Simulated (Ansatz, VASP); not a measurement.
# Cu in VASP and in Ansatz

Contents of INCAR:

```
ALGO = Normal ; EDIFF = 1E-8
ENCUT = 520 ; GGA = PS
ISIF = 2 ; ISMEAR = -1
LASPH = True ; LCHARG = False
LEFG = True ; LREAL = False
LWAVE = False ; NBANDS = 12
NELM = 60 ; PREC = Accurate
SIGMA = 0.03
```

Contents of KPOINTS:

```
k-points
0
Gamma
  17 17 17
```

Contents of POSCAR:

```
Cu
1.0
    0.0000000000      1.8255750000      1.8075000000
    1.8255750000      0.0000000000      1.8075000000
    1.8255750000      1.8255750000      0.0000000000
Cu
1
Direct
    0.0000000000      0.0000000000      0.0000000000
```

Input for Ansatz:

```yaml
crystal:
  lattice:
    - [0.0, 1.825575, 1.8075]
    - [1.825575, 0.0, 1.8075]
    - [1.825575, 1.825575, 0.0]
  atoms:
    - { symbol: Cu, position: [0.0, 0.0, 0.0] }
kpoints:
  mp_grid: { grid: [17, 17, 17] }
scf:
  occupations: { method: fermi_dirac, width: 0.03 }
hamiltonian:
  xc: pbesol
  pseudopotentials: { kind: paw }
output:
  forces: true
  stress: true
  eigenvalues: true
  efg: { contact_densities: true }
```

Change from the starting cell: equal xx and yy strain of +1 %, PAW files.

Alike in both runs: task electric field gradients; functional PBEsol; k mesh 17 × 17 × 17; occupations fermi-dirac, width 0.03 eV; no spin polarisation.

|  | VASP | Ansatz |
| --- | --- | --- |
| version | VASP 6.6.1 | Ansatz 0.2.0 |
| potentials or method | VASP PAW PBE potentials, release 64 (Cu) | PAW with Ansatz's default frozen-core files, scalar-relativistic |
| plane-wave cutoff (eV) | 520 | 420 |
| valence electrons in the cell | 11 | 19 |

Ansatz gave:

| Item | Value |
| --- | --- |
| pressure (GPa) | -9.2 |
| traceless stress, the component that is largest in VASP (GPa) | 0.43 |
| size of Vzz on the site where it differs most (V/Å²) | 0.7 |

Question: Which values does VASP return?

Answer: Pressure (GPa): -8.6; traceless stress, the component that is largest in VASP (GPa): 0.43; size of Vzz on the site where it differs most (V/Å²): 0.8.

VASP's potentials were made for PBE, not for PBEsol. VASP's potentials hold 11 valence electrons a cell and Ansatz's 19, so a difference there can come from the potentials and not from the codes.
